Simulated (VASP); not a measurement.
# NaSc3 (Pm-3m) in VASP: a series of runs

NaSc3 is run at these levels: LDA; tasks: single point, relaxation of volume and atoms at fixed shape.

Everything below comes from runs of VASP 6.6.1. Logs are shortened: lines on timing, memory, paths and dates and some standing lists are left out, and cuts for length are marked.

**1. The cell of the first run**

It takes space group Pm-3m (No. 221, cubic). The conventional cell has a = 4.563 Å, b = 4.563 Å, c = 4.563 Å, α = 90.00°, β = 90.00°, γ = 90.00°. Na (site symmetry m-3m) has 12 Sc at 3.23 Å within 4.2 Å. Sc (site symmetry 4/mmm) has 4 Na at 3.23 Å and 8 Sc at 3.23 Å within 4.2 Å.

**2. Single point, LDA**

File INCAR:

```
PREC = Accurate ; ENCUT = 520
EDIFF = 1E-7 ; ISMEAR = -1
SIGMA = 0.1 ; LREAL = F
LASPH = T ; NELM = 80
ALGO = Normal ; ISIF = 2
LWAVE = F ; LCHARG = F
NBANDS = 28
```

File KPOINTS:

```
Automatic mesh
0
Gamma
  4 4 4
```

File POSCAR:

```
NaSc3
1.0
    4.5634613293      0.0000000000      0.0000000000
    0.0000000000      4.5634613293      0.0000000000
    0.0000000000      0.0000000000      4.5634613293
Na Sc
1 3
Direct
    0.0000000000      0.0000000000      0.0000000000
    0.0000000000      0.5000000000      0.5000000000
    0.5000000000      0.0000000000      0.5000000000
    0.5000000000      0.5000000000      0.0000000000
```

Potentials or basis: VASP PAW LDA potentials, release 64 (Na_pv, Sc_sv).

On the command line:

```console
> cat potpaw_LDA.64/Na_pv/POTCAR potpaw_LDA.64/Sc_sv/POTCAR > POTCAR
> mpirun -np 1 vasp_std > vasp.out
```

OUTCAR:

```text
PREC = Accurate
   ENCUT = 520
   EDIFF = 1E-7
   ISMEAR = -1
   LREAL = F
   LASPH = T
   NELM = 80
   ISIF = 2

 ion  position               nearest neighbor table
   1  0.000  0.000  0.000-
   2  0.000  0.500  0.500-   3 3.23   4 3.23   4 3.23   3 3.23   3 3.23   4 3.23   4 3.23   3 3.23

   3  0.500  0.000  0.500-   2 3.23   4 3.23   4 3.23   2 3.23   4 3.23   4 3.23   2 3.23   2 3.23

   4  0.500  0.500  0.000-   2 3.23   3 3.23   2 3.23   3 3.23   3 3.23   3 3.23   2 3.23   2 3.23

  LATTYP: Found a simple cubic cell.
 ALAT       =     4.5634613293

  Lattice vectors:

 A1 = (   4.5634613293,   0.0000000000,   0.0000000000)
 A2 = (   0.0000000000,   4.5634613293,   0.0000000000)
 A3 = (   0.0000000000,   0.0000000000,   4.5634613293)

Analysis of symmetry for initial positions (statically):
=====================================================================
 Subroutine PRICEL returns:
 Original cell was already a primitive cell.

 Routine SETGRP: Setting up the symmetry group for a
 simple cubic supercell.

 Subroutine GETGRP returns: Found 48 space group operations
 (whereof 48 operations were pure point group operations)
 out of a pool of 48 trial point group operations.

The static configuration has the point symmetry O_h .

Analysis of symmetry for dynamics (positions and initial velocities):
=====================================================================
 Subroutine PRICEL returns:
 Original cell was already a primitive cell.

 Routine SETGRP: Setting up the symmetry group for a
 simple cubic supercell.

 Subroutine GETGRP returns: Found 48 space group operations
 (whereof 48 operations were pure point group operations)
 out of a pool of 48 trial point group operations.

The dynamic configuration has the point symmetry O_h .

 Subroutine INISYM returns: Found 48 space group operations
 (whereof 48 operations are pure point group operations),
 and found     1 'primitive' translations

----------------------------------------------------------------------------------------

                                     Primitive cell

  volume of cell :      95.0349

  direct lattice vectors                    reciprocal lattice vectors
[... 71 lines left out ...]
   LNONCOLLINEAR =      F non collinear calculations
   LSORBIT =      F    spin-orbit coupling
   LASPH  =      T    aspherical Exc in radial PAW
   ENCUT  =  520.0 eV  38.22 Ry    6.18 a.u.   8.49  8.49  8.49*2*pi/ulx,y,z
   NELM   =     80;   NELMIN=  2; NELMDL= -5     # of ELM steps
   EDIFF  = 0.1E-06   stopping-criterion for ELM
   LREAL  =      F    real-space projection
   EDIFFG = 0.1E-05   stopping-criterion for IOM
   NSW    =      0    number of steps for IOM
   IBRION =     -1    ionic relax: 0-MD 1-quasi-New 2-CG
   NFREE  =      0    steps in history (QN), initial steepest desc. (CG)
   ISIF   =      2    stress and relaxation
   ISYM   =      2    0-nonsym 1-usesym 2-fastsym
   POTIM  = 0.5000    time-step for ionic-motion
   TEBEG  =    0.0;   TEEND  =   0.0 temperature during run
   PSTRESS=    0.0 pullay stress
   NELECT =      40.0000    total number of electrons
   NUPDOWN=      -1.0000    fix difference up-down
   EMIN   =  10.00;   EMAX   =-10.00  energy-range for DOS
   EFERMI =   0.00;   METHOD = LEGACY
   ISMEAR =    -1;   SIGMA  =   0.10  broadening in eV -4-tet -1-fermi 0-gaus
   EFERMI_NEDOS =   21; number of points for ismear=-14 and -15
   IALGO  =     38    algorithm
   IMIX   =      4    mixing-type and parameters
     AMIX     =   0.40;   BMIX     =  1.00
     AMIX_MAG =   1.60;   BMIX_MAG =  1.00
  volume/ion in A,a.u.               =      23.76       160.33
  Fermi-wavevector in a.u.,A,eV,Ry     =   1.226875  2.318458 20.479805  1.505223
  Thomas-Fermi vector in A             =   2.361860
   LORBIT       =      0    0 simple, 1 ext, 2 COOP (PROOUT), +10 PAW based schemes
   GGA     = CA    functional components
   LHFCALC =     F    Hartree Fock is set to
   AEXX    =    0.0000 exact exchange contribution
   IVDW    =     0    specifies the selected vdW correction
   LEPSILON=     F    determine dielectric tensor
   LRPA    =     F    only Hartree local field effects (RPA)
 non-spin polarized calculation
  energy-cutoff  :      520.00
  volume of cell :       95.03
 maximum number of plane-waves:      2562
 NGX is ok and might be reduce to    36
   NGX = 17   NGY = 17   NGZ = 17

 number of electron      40.0000012 magnetization

 Free energy of the ion-electron system (eV)
  ---------------------------------------------------
  ext. energy  EPLUGINS =         0.00000000
  ---------------------------------------------------
  free energy    TOTEN  =       -20.12401022 eV

  energy without entropy =      -19.89328685  energy(sigma->0) =      -20.00864854

 E-fermi :   3.1869     XC(G=0):  -9.7984

 val. band max:        3.0821332852   @ k =   0.2500   0.0000   0.0000
 cond. band min:       3.3015419768   @ k =   0.5000   0.0000   0.0000
 fundamental gap:      0.2194086916
 Fermi energy:         3.1869377439

 k-point     1 :       0.0000    0.0000    0.0000
  band No.  band energies     occupation
      1     -45.7972      2.00000
      2     -45.7244      2.00000
      3     -45.7244      2.00000
      4     -24.8981      2.00000
      5     -24.8981      2.00000
      6     -24.8981      2.00000
[... 299 lines left out ...]
     27       5.2810      0.00000
     28       5.2811      0.00000

------------------------ aborting loop because EDIFF is reached ----------------------------------------

  FORCE on cell =-STRESS in cart. coord.  units (eV):
  Direction    XX          YY          ZZ          XY          YZ          ZX
  --------------------------------------------------------------------------------------
  -------------------------------------------------------------------------------------
  Total       -0.0039532     -0.0039532     -0.0039532     -0.0000000      0.0000000      0.0000000
  in kB       -0.0666470     -0.0666470     -0.0666470     -0.0000000      0.0000000      0.0000000
  external PRESSURE =      -0.0666470 kB  Pullay stress =       0.0000000 kB

 VOLUME and BASIS-vectors are now :
 -----------------------------------------------------------------------------
  energy-cutoff  :      520.00
  volume of cell :       95.03
      direct lattice vectors                 reciprocal lattice vectors
     4.563461329  0.000000000  0.000000000     0.219131911  0.000000000  0.000000000
     0.000000000  4.563461329  0.000000000     0.000000000  0.219131911  0.000000000
     0.000000000  0.000000000  4.563461329     0.000000000  0.000000000  0.219131911

 POSITION                                       TOTAL-FORCE (eV/Angst)
 -----------------------------------------------------------------------------------
      0.00000      0.00000      0.00000         0.000000      0.000000      0.000000
      0.00000      2.28173      2.28173         0.000000      0.000000      0.000000
      2.28173      0.00000      2.28173         0.000000      0.000000      0.000000
      2.28173      2.28173      0.00000         0.000000      0.000000      0.000000
 -----------------------------------------------------------------------------------
    total drift:                                0.000000      0.000000      0.000000

  FREE ENERGIE OF THE ION-ELECTRON SYSTEM (eV)
  ---------------------------------------------------
  free  energy   TOTEN  =       -20.1240102165 eV

  energy  without entropy=      -19.8932868543  energy(sigma->0) =      -20.00864854
```

Run time: 21 s. Hardware: 1 thread of AMD EPYC 7R43 (Zen 3), shared host; peak memory 0.14 GiB.

Results:

```
Free energy            : -20.1240 eV
Pressure               : 0.0 GPa
Band gap on the k mesh : zero (band 20 reaches 3.54 eV, above the bottom of band 21 at 2.92 eV)
```

**3. Relaxation of volume and atoms at fixed shape, LDA**

This run uses another cell than the first one, of 28.13 Å³/atom, 1.184 times its volume.

File INCAR:

```
SYSTEM = NaSc3
  PREC = Accurate
  ENCUT = 600
  EDIFF = 1E-6
  ISMEAR = -1
  SIGMA = 0.1
  LREAL = .False.
  LASPH = .True.
  NELM = 100
  ALGO = Normal
  ISIF = 8
  LWAVE = .False.
  LCHARG = .False.
  IBRION = 2
  NSW = 80
  EDIFFG = -0.01
```

File KPOINTS:

```
Automatic mesh
0
Gamma
  4 4 4
  0 0 0
```

File POSCAR:

```
NaSc3
1.0
    4.8275000000      0.0000000000      0.0000000000
    0.0000000000      4.8275000000      0.0000000000
    0.0000000000      0.0000000000      4.8275000000
Na Sc
1 3
Direct
    0.0000000000      0.0000000000      0.0000000000
    0.0000000000      0.5000000000      0.5000000000
    0.5000000000      0.0000000000      0.5000000000
    0.5000000000      0.5000000000      0.0000000000
```

Potentials or basis: VASP PAW LDA potentials, release 64 (Na_pv, Sc_sv).

On the command line:

```console
> cat potpaw_LDA.64/Na_pv/POTCAR potpaw_LDA.64/Sc_sv/POTCAR > POTCAR
> mpirun -np 1 vasp_std > vasp.out
```

OUTCAR:

```text
SYSTEM = NaSc3
   PREC = Accurate
   ENCUT = 600
   EDIFF = 1E-6
   ISMEAR = -1
   LREAL = .False.
   LASPH = .True.
   NELM = 100
   ISIF = 8
   IBRION = 2
   NSW = 80
   EDIFFG = -0.01

 ion  position               nearest neighbor table
   1  0.000  0.000  0.000-
   2  0.000  0.500  0.500-   3 3.41   4 3.41   4 3.41   3 3.41   3 3.41   4 3.41   4 3.41   3 3.41

   3  0.500  0.000  0.500-   2 3.41   4 3.41   4 3.41   2 3.41   4 3.41   4 3.41   2 3.41   2 3.41

   4  0.500  0.500  0.000-   2 3.41   3 3.41   2 3.41   3 3.41   3 3.41   3 3.41   2 3.41   2 3.41

  LATTYP: Found a simple cubic cell.
 ALAT       =     4.8275000000

  Lattice vectors:

 A1 = (   4.8275000000,   0.0000000000,   0.0000000000)
 A2 = (   0.0000000000,   4.8275000000,   0.0000000000)
 A3 = (   0.0000000000,   0.0000000000,   4.8275000000)

Analysis of symmetry for initial positions (statically):
=====================================================================
 Subroutine PRICEL returns:
 Original cell was already a primitive cell.

 Routine SETGRP: Setting up the symmetry group for a
 simple cubic supercell.

 Subroutine GETGRP returns: Found 48 space group operations
 (whereof 48 operations were pure point group operations)
[... 143 lines left out ...]

--------------------------------------- Ionic step        1  -------------------------------------------

 number of electron      40.0000013 magnetization

 Free energy of the ion-electron system (eV)
  ---------------------------------------------------
  ext. energy  EPLUGINS =         0.00000000
  ---------------------------------------------------
  free energy    TOTEN  =       -19.80064565 eV

  energy without entropy =      -19.51410628  energy(sigma->0) =      -19.65737596

------------------------ aborting loop because EDIFF is reached ----------------------------------------

  FORCE on cell =-STRESS in cart. coord.  units (eV):
  Direction    XX          YY          ZZ          XY          YZ          ZX
  --------------------------------------------------------------------------------------
  -------------------------------------------------------------------------------------
  Total       -3.7136970     -3.7136970     -3.7136970     -0.0000000     -0.0000000     -0.0000000
  in kB      -52.8871543    -52.8871543    -52.8871543     -0.0000000     -0.0000000     -0.0000000
  external PRESSURE =     -52.8871543 kB  Pullay stress =       0.0000000 kB
[... 101 lines left out ...]
--------------------------------------- Ionic step        4  -------------------------------------------

 number of electron      40.0000007 magnetization

 Free energy of the ion-electron system (eV)
  ---------------------------------------------------
  ext. energy  EPLUGINS =         0.00000000
  ---------------------------------------------------
  free energy    TOTEN  =       -20.12564134 eV

  energy without entropy =      -19.89503609  energy(sigma->0) =      -20.01033871

 E-fermi :   3.1879     XC(G=0):  -9.7991

 val. band max:        3.0829554522   @ k =   0.2500   0.0000   0.0000
 cond. band min:       3.3024163351   @ k =   0.5000   0.0000   0.0000
 fundamental gap:      0.2194608829
 Fermi energy:         3.1879258113

 k-point     1 :       0.0000    0.0000    0.0000
  band No.  band energies     occupation
      1     -45.7955      2.00000
      2     -45.7227      2.00000
      3     -45.7227      2.00000
      4     -24.8968      2.00000
      5     -24.8968      2.00000
      6     -24.8968      2.00000
[... 290 lines left out ...]
  FREE ENERGIE OF THE ION-ELECTRON SYSTEM (eV)
  ---------------------------------------------------
  free  energy   TOTEN  =       -20.1256413365 eV

  energy  without entropy=      -19.8950360878  energy(sigma->0) =      -20.01033871

 reached required accuracy - stopping structural energy minimisation
```

OSZICAR:

```text
N       E                     dE             d eps       ncg     rms          rms(c)
DAV:   1     0.862260683785E+03    0.86226E+03   -0.19394E+04   488   0.193E+03
DAV:   2     0.407443594466E+02   -0.82152E+03   -0.81581E+03   704   0.800E+02
DAV:   3    -0.194205031850E+02   -0.60165E+02   -0.59729E+02   792   0.318E+02
[... 33 lines left out ...]
DAV:   2    -0.201259527854E+02    0.42987E-02   -0.17269E-02   704   0.153E+00    0.128E-01
DAV:   3    -0.201257022457E+02    0.25054E-03   -0.75850E-04   760   0.308E-01    0.608E-02
DAV:   4    -0.201256433275E+02    0.58918E-04   -0.13869E-04   656   0.103E-01    0.804E-03
DAV:   5    -0.201256414503E+02    0.18771E-05   -0.21964E-05   616   0.563E-02    0.445E-03
DAV:   6    -0.201256413365E+02    0.11381E-06   -0.19124E-06   448   0.172E-02
   4 F= -.20125641E+02 E0= -.20010339E+02  d E =-.324996E+00
```

CONTCAR:

```text
NaSc3
   1.00000000000000
     4.5631707495311611    0.0000000000000000    0.0000000000000000
     0.0000000000000000    4.5631707495311611    0.0000000000000000
     0.0000000000000000    0.0000000000000000    4.5631707495311611
  Na              Sc
     1     3
Direct
     0.0000000000000000    0.0000000000000000    0.0000000000000000
     0.0000000000000000    0.5000000000000000    0.5000000000000000
     0.5000000000000000    0.0000000000000000    0.5000000000000000
     0.5000000000000000    0.5000000000000000    0.0000000000000000

  0.00000000E+00  0.00000000E+00  0.00000000E+00
  0.00000000E+00  0.00000000E+00  0.00000000E+00
  0.00000000E+00  0.00000000E+00  0.00000000E+00
  0.00000000E+00  0.00000000E+00  0.00000000E+00
```

Run time: 64 s. Hardware: 1 thread of AMD EPYC 7R43 (Zen 3), shared host; peak memory 0.17 GiB.

What came out:

- Free energy: -20.1256 eV
- Relaxed volume: 23.75 Å³/atom
- Relaxed cell: a = 4.563 Å, b = 4.563 Å, c = 4.563 Å, α = 90.00°, β = 90.00°, γ = 90.00°
- Space group after relaxing (to 0.05 Å): Pm-3m (No. 221)
- Energy gained by relaxing: 81.2 meV/atom
- Ionic steps: 4
- Pressure after relaxing: 0.0 GPa
- Band gap on the k mesh: zero (band 20 reaches 3.54 eV, above the bottom of band 21 at 2.92 eV)

The path:
| step | energy change (eV) | largest force (eV/Å) | pressure (GPa) | volume (Å³) |
| --- | --- | --- | --- | --- |
| 1 | 0.0000 | 0.0000 | -5.29 | 112.50 |
| 2 | -0.3135 | 0.0000 | -1.21 | 98.05 |
| 3 | -0.3249 | 0.0000 | -0.11 | 95.34 |
| 4 | -0.3250 | 0.0000 | 0.03 | 95.02 |

Final structure:
```cif
data_structure
_symmetry_space_group_name_H-M 'P 1'
_symmetry_Int_Tables_number 1
_cell_length_a 4.5632
_cell_length_b 4.5632
_cell_length_c 4.5632
_cell_angle_alpha 90.000
_cell_angle_beta 90.000
_cell_angle_gamma 90.000
_cell_volume 95.02
loop_
_atom_site_label
_atom_site_type_symbol
_atom_site_fract_x
_atom_site_fract_y
_atom_site_fract_z
_atom_site_occupancy
Na1 Na 0.00000 0.00000 0.00000 1
Sc1 Sc 0.00000 0.50000 0.50000 1
Sc2 Sc 0.50000 0.00000 0.50000 1
Sc3 Sc 0.50000 0.50000 0.00000 1
```

Caveat: the volume moved by over 15 % at a fixed basis, so the end points are rough.
